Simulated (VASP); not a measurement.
Be2CdS2:

```xyz
5
Lattice="4.0092 0.0000 0.0000 -2.0046 3.4721 0.0000 0.0000 0.0000 6.9749" Properties=species:S:1:pos:R:3 pbc="T T T"
Be    2.0046    1.1574    1.5791
Be    2.0046    1.1574    5.3958
Cd    0.0000    0.0000    3.4875
S     0.0000    0.0000    0.0000
S     0.0000    2.3147    3.4875
```

The cell was built from a structure type or drawn by symmetry, and may not be a known phase.

```yaml
Program: VASP 6.6.1
Task: relaxation of cell and atoms
Functional: PBE
Potentials_or_basis: VASP PAW PBE potentials, release 64 (Be, Cd_sv_GW, S)
Cutoff: 600 eV
k_mesh: 6 × 6 × 4
Occupations: gaussian, width 0.1 eV
Spin: no spin polarisation
```

At the start: pressure 0.5 GPa; volume 19.42 Å³/atom.

Task: Where does the relaxation end?

Result: Over 12 steps the energy falls by 200.9 meV/atom and the volume is 17.81 Å³/atom (-8.3 %); space group P-6m2 (No. 187, to 0.1 Å) before and after.

The path:
```
step  energy change (eV)  largest force (eV/Å)  pressure (GPa)  volume (Å³)
   1              0.0000                1.4098            0.50        97.09
   2             -0.4606                0.9027           -2.00        97.74
   3             -0.7433                0.6453           -4.19        97.91
   4             -0.2699                3.2167           -1.27        95.52
   5             -0.7727                0.5055           -4.57        97.80
   6             -0.8684                0.0664           -4.73        97.07
   7             -0.8524                0.3137           -4.91        97.47
   8             -0.9372                0.7394            2.91        85.88
   9             -0.9979                0.1962           -0.60        90.03
  10             -0.9979                0.2117           -0.49        89.89
  11             -1.0044                0.0658           -0.11        89.20
  12             -1.0046                0.0384           -0.02        89.06
```

Final structure:
```
CELL_PARAMETERS angstrom
4.31276 0.00000 0.00000
-2.15638 3.73496 0.00000
0.00000 0.00000 5.52881
ATOMIC_POSITIONS crystal
Be 0.66667 0.33333 0.19371
Be 0.66667 0.33333 0.80629
Cd 0.00000 0.00000 0.50000
S 0.00000 0.00000 0.00000
S 0.33333 0.66667 0.50000
```

Caveat: a cell axis changed by over 15 % at a fixed basis, so the end point is rough.
